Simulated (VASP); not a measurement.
Wanted: the native input for a VASP 6.6.1 run.

| Property | Result |
| --- | --- |
| Task | single point |
| Functional | LDA |
| Potentials or basis | VASP PAW LDA potentials, release 64 (In_d, Sb) |
| Cutoff | 520 eV |
| k mesh | 10 × 10 × 10 |
| Occupations | fermi-dirac, width 0.03 eV |
| Spin | no spin polarisation |
| Dipole correction | no |
| Further INCAR settings | ALGO = Normal; EDIFF = 1e-06; NBANDS = 16 |

The structure of InSb lies in POSCAR:

```
InSb
1.0
    0.0000000000      3.1729773647      3.1729773647
    3.1729773647      0.0000000000      3.1729773647
    3.1729773647      3.1729773647      0.0000000000
In Sb
1 1
Direct
    0.0000000000      0.0000000000      0.0000000000
    0.7500000000      0.7500000000      0.7500000000
```

This cell differs from its parent crystal: volume scaled by 0.94.

These files were run (other wordings do the same):

INCAR

```
SYSTEM = InSb
ALGO = Normal
EDIFF = 1E-6
ENCUT = 520
ISIF = 2
ISMEAR = -1
LASPH = .True.
LCHARG = .False.
LREAL = .False.
LWAVE = .False.
NBANDS = 16
NELM = 100
PREC = Accurate
SIGMA = 0.03
```

KPOINTS

```
k-points
0
Gamma
  10 10 10
  0 0 0
```

Potentials or basis: VASP PAW LDA potentials, release 64 (In_d, Sb).

The run is started by

```sh
$ cat potpaw_LDA.64/In_d/POTCAR potpaw_LDA.64/Sb/POTCAR > POTCAR
$ mpirun -np 1 vasp_std > vasp.out
```

Results of the run:

```
Pressure               : 2.7 GPa
Band gap on the k mesh : zero (filled and empty bands touch)
```

Caveat: spin-orbit coupling is left out, which moves the levels of the heavy elements.

It took 69 s on 1 thread of Intel(R) Xeon(R) Platinum 8259CL CPU @ 2.50GHz (Skylake/Cascade Lake), with other jobs on the host, peak memory 0.2 GiB.
